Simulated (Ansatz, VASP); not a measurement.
# Two plane-wave programs on SrB2

```xyz
3
Lattice="1.5825 -3.9618 0.0000 1.5825 3.9618 0.0000 0.0000 0.0000 3.9551" Properties=species:S:1:pos:R:3 pbc="T T T"
Sr    0.0000    0.0000    0.0000
B     1.5825    1.8707    1.9776
B     1.5825   -1.8707    1.9776
```

Alike in both runs: functional PBE; k mesh 16 × 16 × 12; occupations gaussian, width 0.1 eV; no spin polarisation.

Ansatz relaxed the structure, and its values are those at the end. VASP's run is a single point on that final structure, the one shown.

|  | VASP | Ansatz |
| --- | --- | --- |
| version | VASP 6.6.1 | Ansatz 0.2.0 |
| potentials or method | VASP PAW PBE potentials, release 64 (Sr_sv, B), cutoff 520 eV | scalar-relativistic, plane waves, PAW |
| valence electrons in the cell | 16 | 16 |

```csv
,VASP,Ansatz,Ansatz less VASP
gap on the k mesh at the Fermi level (eV),none,none,-
pressure (GPa),0.2,0.0,-0.17
```

A gap of «none» marks a metal or a gap that the smearing closes.
